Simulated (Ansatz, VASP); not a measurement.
# Two plane-wave programs on Sb

Contents of INCAR:

```
SYSTEM = Sb
ALGO = Normal
EDIFF = 1E-7
ENCUT = 520
ISIF = 2
ISMEAR = -1
LASPH = .True.
LCHARG = .False.
LREAL = .False.
LWAVE = .False.
NBANDS = 8
NELM = 60
PREC = Accurate
SIGMA = 0.1
```

File KPOINTS:

```
k-points
0
Gamma
  13 13 13
  0 0 0
```

POSCAR

```
Sb
1.0
    0.0000000000      2.4034023040      2.4034023040
    2.4034023040      0.0000000000      2.4034023040
    2.4034023040      2.4034023040      0.0000000000
Sb
1
Direct
    0.0000000000      0.0000000000      0.0000000000
```

Input for Ansatz:

```yaml
crystal:
  lattice:
    - [0.0, 2.403402304, 2.403402304]
    - [2.403402304, 0.0, 2.403402304]
    - [2.403402304, 2.403402304, 0.0]
  atoms:
    - { symbol: Sb, position: [0.0, 0.0, 0.0] }
hamiltonian:
  xc: lda
  pseudopotentials:
    kind: paw
    azcp:
      Sb: "pseudopotentials/Sb.paw.azcp"
basis:
  ecutwfc: 420
  fft_grid_basis: typed
kpoints:
  mp_grid: { grid: [13, 13, 13], shift: [0, 0, 0] }
magnetization:
  spin_polarized: false
scf:
  occupations: { method: fermi_dirac, width: 0.1 }
  lower_state_search: "off"
output:
  stress: true
```

Alike in both runs: task single point; functional LDA; k mesh 13 × 13 × 13; occupations fermi-dirac, width 0.1 eV; no spin polarisation.

```csv
,VASP,Ansatz
version,VASP 6.6.1,Ansatz 0.2.0
potentials or method,"VASP PAW LDA potentials, release 64 (Sb), cutoff 520 eV","plane waves (420 eV) with PAW, scalar-relativistic"
valence electrons in the cell,5,15
```

|  | VASP | Ansatz | Ansatz less VASP |
| --- | --- | --- | --- |
| pressure (GPa) | -4.4 | -4.4 | -0.03 |

Ansatz warns that its potentials were made for another functional, while VASP's fit it. LDA's correlation is that of Perdew and Zunger in VASP and of Perdew and Wang (1992) in Ansatz. VASP's potentials hold 5 valence electrons a cell and Ansatz's 15, so a difference there can come from the potentials and not from the codes.

Spin-orbit coupling is off throughout.
